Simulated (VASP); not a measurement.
Crystal: SiNi2.

```
Si Ni
1.0
     3.91075    0.00000    0.00000
    -1.95537    3.38681    0.00000
     0.00000    0.00000    4.99207
Si Ni
2 4
Direct
  0.33333 0.66667 0.75000
  0.66667 0.33333 0.25000
  0.00000 0.00000 0.00000
  0.00000 0.00000 0.50000
  0.33333 0.66667 0.25000
  0.66667 0.33333 0.75000
```

* Program: VASP 6.6.1
* Task: relaxation of cell and atoms
* Functional: PBE
* Dispersion: D3(BJ)
* Potentials or basis: VASP PAW PBE potentials, release 64 (Si, Ni)
* Cutoff: 600 eV
* k mesh: 12 × 12 × 8
* Occupations: gaussian, width 0.1 eV
* Spin: no spin polarisation

At the start: pressure -7.2 GPa; volume 11.02 Å³/atom.

**Question.** Where does the relaxation end?

**Answer.** Over 5 steps the energy falls by 9.2 meV/atom and the volume is 10.62 Å³/atom (-3.6 %); space group P6_3/mmc (No. 194, to 0.1 Å) before and after.

The path:
```tsv
step	energy change (eV)	largest force (eV/Å)	pressure (GPa)	volume (Å³)
1	0.0000	0.0000	-7.23	66.12
2	0.0097	0.0000	9.13	61.47
3	-0.0541	0.0000	-0.04	63.82
4	-0.0541	0.0000	0.16	63.78
5	-0.0551	0.0000	0.11	63.74
```

Final structure:
```
Si Ni
1.0
     3.86945    0.00000    0.00000
    -1.93473    3.35105    0.00000
     0.00000    0.00000    4.91589
Si Ni
2 4
Direct
  0.33333 0.66667 0.75000
  0.66667 0.33333 0.25000
  0.00000 0.00000 0.00000
  0.00000 0.00000 0.50000
  0.33333 0.66667 0.25000
  0.66667 0.33333 0.75000
```
